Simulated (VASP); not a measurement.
Write the native input for VASP 6.6.1 that does the following.

```
Task                   : single point
Functional             : PBE
Potentials or basis    : VASP PAW PBE potentials, release 64 (Ni)
Cutoff                 : 520 eV
k mesh                 : 24 × 24 × 24
Occupations            : gaussian, width 0.15 eV
Spin                   : collinear spin, ferromagnetic start
Starting moments       : [0.5] μB
Fixed moment           : 0.5 μB
Dipole correction      : no
Further INCAR settings : ALGO = Fast; EDIFF = 1e-07; NBANDS = 15
```

The structure of Ni lies in POSCAR:

```
Ni
1.0
    0.0000000000      1.7232110558      1.7232110558
    1.7232110558      0.0000000000      1.7232110558
    1.7232110558      1.7232110558      0.0000000000
Ni
1
Direct
    0.0000000000      0.0000000000      0.0000000000
```

The input as run:

INCAR

```
SYSTEM = Ni
PREC = Accurate ; ENCUT = 520
EDIFF = 1E-7 ; ISMEAR = 0
SIGMA = 0.15 ; LREAL = .False.
LASPH = .True. ; NELM = 150
ALGO = Fast ; ISIF = 2
LWAVE = .False. ; LCHARG = .False.
ISPIN = 2 ; MAGMOM = 0.5
LORBIT = 11 ; NUPDOWN = 0.5
LMAXMIX = 4 ; GGA = PE
NBANDS = 15
```

KPOINTS

```
regular mesh
0
Gamma
  24 24 24
  0 0 0
```

Potentials or basis: VASP PAW PBE potentials, release 64 (Ni).

Launch:

```console
$ cat potpaw_PBE.64/Ni/POTCAR > POTCAR
$ mpirun -np 1 vasp_std > vasp.out
```

It gave:

```json
{
  "Pressure": "13.7 GPa",
  "Net moment": "0.50 μB per cell",
  "Site moments": "Ni +0.51 μB",
  "Valence electrons inside the program's atomic spheres": "Ni 9.43"
}
```

Caveat: the total moment is fixed, so each spin has its own Fermi level.

Run time: 81 s on 1 thread of AMD EPYC 9R45 96-Core Processor (Zen 5), on a shared host, peak memory 0.17 GiB.
